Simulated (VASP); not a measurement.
Tm3BF: relaxation of cell and atoms with PBE

The system is Tm3BF.

```xyz
5
Lattice="4.5408 0.0000 0.0000 0.0000 4.5408 0.0000 0.0000 0.0000 4.5408" Properties=species:S:1:pos:R:3 pbc="T T T"
Tm    2.2704    0.0000    0.0000
Tm    0.0000    2.2704    0.0000
Tm    0.0000    0.0000    2.2704
B     2.2704    2.2704    2.2704
F     0.0000    0.0000    0.0000
```

The cell was built from a structure type or drawn by symmetry, and may not be a known phase.

```
Program                : VASP 6.6.1
Task                   : relaxation of cell and atoms
Functional             : PBE
Potentials or basis    : VASP PAW PBE potentials, release 64 (Tm, B, F)
Cutoff                 : 600 eV
k mesh                 : 8 × 8 × 8
Occupations            : gaussian, width 0.1 eV
Spin                   : no spin polarisation
Dipole correction      : no
Further INCAR settings : ALGO = Normal; EDIFF = 1e-07; IBRION = 2; EDIFFG = -0.01; NSW = 100; ISIF = 3
```

```json
{
 "Relaxed volume": "20.16 Å³/atom",
 "Relaxed cell": "a = 4.654 Å, b = 4.654 Å, c = 4.654 Å, α = 90.00°, β = 90.00°, γ = 90.00°",
 "Space group after relaxing (to 0.1 Å)": "Pm-3m (No. 221)",
 "Energy gained by relaxing": "17.4 meV/atom",
 "Ionic steps": "7",
 "Pressure after relaxing": "-0.1 GPa",
 "Band gap on the k mesh": "zero (an odd number of electrons rules out a gap without spin polarisation)"
}
```

The path:
```
step  energy change (eV)  largest force (eV/Å)  pressure (GPa)  volume (Å³)
   1              0.0000                0.0000            4.68        93.62
   2             -0.0868                0.0000           -0.31       101.23
   3             -0.0869                0.0000            0.35       100.46
   4             -0.0871                0.0000            0.20       100.86
   5             -0.0870                0.0000           -0.23       101.01
   6             -0.0870                0.0000            0.23       100.58
   7             -0.0871                0.0000           -0.08       100.81
```

Final structure:
```
Tm B F
1.0
     4.65407    0.00000    0.00000
     0.00000    4.65407    0.00000
     0.00000    0.00000    4.65407
Tm B F
3 1 1
Direct
  0.50000 0.00000 0.00000
  0.00000 0.50000 0.00000
  0.00000 0.00000 0.50000
  0.50000 0.50000 0.50000
  0.00000 0.00000 0.00000
```

Levels at points of the mesh, in eV from the Fermi level:
| k point | band 37 | band 38 | band 39 | band 40 | band 41 | band 42 | band 43 | band 44 |
| --- | --- | --- | --- | --- | --- | --- | --- | --- |
| (0.00, 0.00, 0.00) | -0.10 | -0.09 | -0.09 | -0.09 | -0.06 | -0.06 | -0.06 | 0.46 |
| (0.50, 0.00, 0.00) | -0.10 | -0.07 | -0.07 | 0.03 | 0.03 | 0.54 | 1.60 | 2.45 |
| (0.50, 0.50, 0.00) | -0.10 | -0.10 | -0.08 | -0.06 | 0.01 | 1.63 | 2.05 | 2.05 |
| (0.50, 0.50, 0.50) | -0.06 | -0.03 | 0.00 | 0.00 | 0.00 | 0.09 | 0.09 | 0.09 |

It took 22 min on 1 thread of Intel(R) Xeon(R) 6975P-C (Granite Rapids), with other jobs on the host, peak memory 0.34 GiB.

Caveat: spin-orbit coupling is left out, which moves the levels of the heavy elements; an odd number of electrons without spin polarisation forces a metal; a magnetic or distorted state may lie lower; the run has no spin polarisation, though such a crystal can be magnetic; semilocal functionals describe open f shells poorly, which spoils levels, moments and volumes. With open d or f shells a metallic result of PBE can be an artefact of self-interaction; +U or a hybrid may open a gap.
